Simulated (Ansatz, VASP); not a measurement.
# One calculation of SrCl2, two programs

```
Sr Cl
1.0
     0.00000    3.91254    2.76616
     3.91254    0.00000    2.76616
     3.91254    3.91254    0.00000
Sr Cl
1 2
Cartesian
  0.0000 0.0000 0.0000
  1.9563 1.9563 1.3831
  5.8688 5.8688 4.1492
```

Alike in both runs: task single point; functional r2SCAN; k mesh 6 × 6 × 6; occupations gaussian, width 0.05 eV; no spin polarisation.

|  | VASP | Ansatz |
| --- | --- | --- |
| version | VASP 6.6.1 | Ansatz 0.2.0 |
| potentials or method | VASP PAW PBE potentials, release 64 (Sr_sv, Cl), cutoff 520 eV | scalar-relativistic, plane waves, PAW |
| valence electrons in the cell | 24 | 24 |

Ansatz gave:

* gap on the k mesh at the Fermi level (eV): 1.93
* least direct gap on the mesh (eV): 2.03
* pressure (GPa): 3.6
* traceless stress, the component that is largest in VASP (GPa): 20.41

Q: Which values does VASP return?

A: gap on the k mesh at the Fermi level (eV): 1.94; least direct gap on the mesh (eV): 2.04; pressure (GPa): 3.6; traceless stress, the component that is largest in VASP (GPa): 20.33.

VASP's potentials were made for PBE, not for r2SCAN.
